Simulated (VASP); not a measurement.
Crystal: Mg2SO.

```
O Mg S
1.0
     3.88654    0.00000    0.00000
     0.00000    3.88654    0.00000
     0.00000    0.00000    4.15783
O Mg S
1 2 1
Cartesian
  0.0000 0.0000 0.0000
  0.0000 1.9433 3.5107
  1.9433 0.0000 0.6472
  1.9433 1.9433 2.0789
```

This cell differs from its parent crystal: epitaxial xy strain +5.8%.

Base run:

```yaml
Program: VASP 6.6.1
Functional: PBE
Potentials_or_basis: VASP PAW PBE potentials, release 64 (O, Mg, S)
Cutoff: 520 eV
k_mesh: 8 × 8 × 6
Occupations: fermi-dirac, width 0.02 eV
Spin: no spin polarisation
```

Its results: band gap on the k mesh 2.54 eV; pressure 1.6 GPa; largest force 0.010 eV/Å.

**Question.** The run is repeated on the same cell with these changes: functional from PBE to r2SCAN; occupations from fermi-dirac, width 0.02 eV to gaussian, width 0.01 eV. What comes out?

**Answer.** Band gap on the k mesh 3.22 eV; pressure -0.8 GPa; largest force 0.005 eV/Å.

Caveats: the PAW data sets were made with another functional, which shifts forces and pressure a little (at least some runs).

A k mesh can miss the band edges.
